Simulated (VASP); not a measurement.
## SnSe2: single point with PBEsol

SnSe2:

```xyz
3
Lattice="3.8110 0.0000 0.0000 -1.9055 3.3004 0.0000 0.0000 0.0000 6.1370" Properties=species:S:1:pos:R:3 pbc="T T T"
Sn    0.0000    0.0000    0.0000
Se    0.0000    2.0465    1.4270
Se    1.9055    0.9463    4.4955
```

This cell differs from its parent crystal: all Se atoms moved +0.188 Å, as atom 2 towards its neighbour atom 1 (Sn) at 2.682 Å.

* Program: VASP 6.6.1
* Task: single point
* Functional: PBEsol
* Potentials or basis: VASP PAW PBE potentials, release 64 (Sn_d, Se)
* Cutoff: 520 eV
* k mesh: 12 × 12 × 6
* Occupations: gaussian, width 0.05 eV
* Spin: no spin polarisation

| Property | Result |
| --- | --- |
| Pressure | 3.3 GPa |
| Largest force | 2.118 eV/Å |
| Band gap on the k mesh | 0.47 eV (least direct gap 0.76 eV) |

Forces on the atoms (eV/Å):
```
Sn   0.000 -1.116 -1.800
Se   0.000  0.872  1.638
Se   0.000  0.244  0.163
```

Stress tensor (GPa, compression positive):
```
1.57 0.00 0.00
0.00 4.12 1.78
0.00 1.78 4.14
```

Levels at points of the mesh, in eV from the valence-band top:
```csv
k point,band 11,band 12,band 13,band 14,band 15,band 16
"(0.00, 0.00, 0.00)",-0.49,-0.20,-0.03,0.73,2.73,4.30
"(0.50, 0.00, 0.00)",-2.93,-1.40,-0.38,0.84,3.45,5.09
"(0.00, 0.50, 0.00)",-2.92,-1.42,-0.42,0.95,3.51,5.15
"(0.00, 0.00, 0.50)",-0.98,-0.37,0.00,1.93,2.88,4.03
"(0.50, 0.00, 0.50)",-2.18,-1.05,-0.74,0.61,3.88,4.51
"(0.00, 0.50, 0.50)",-2.21,-1.02,-0.81,0.63,3.96,4.67
```

Run time: 2.9 min on 1 thread of AMD EPYC 9R45 (Zen 5), with other jobs on the host, peak memory 0.43 GiB.

Caveat: the cell differs from its parent crystal (all Se atoms moved +0.188 Å, as atom 2 towards its neighbour atom 1 (Sn) at 2.682 Å); the cell stands under pressure; the PAW data sets were made with another functional, which shifts forces and pressure a little; spin-orbit coupling is left out, which moves the levels of the heavy elements; this functional lacks dispersion, which binds the layers, so the pressure and a relaxed spacing across them are unreliable. A k mesh can miss the band edges.
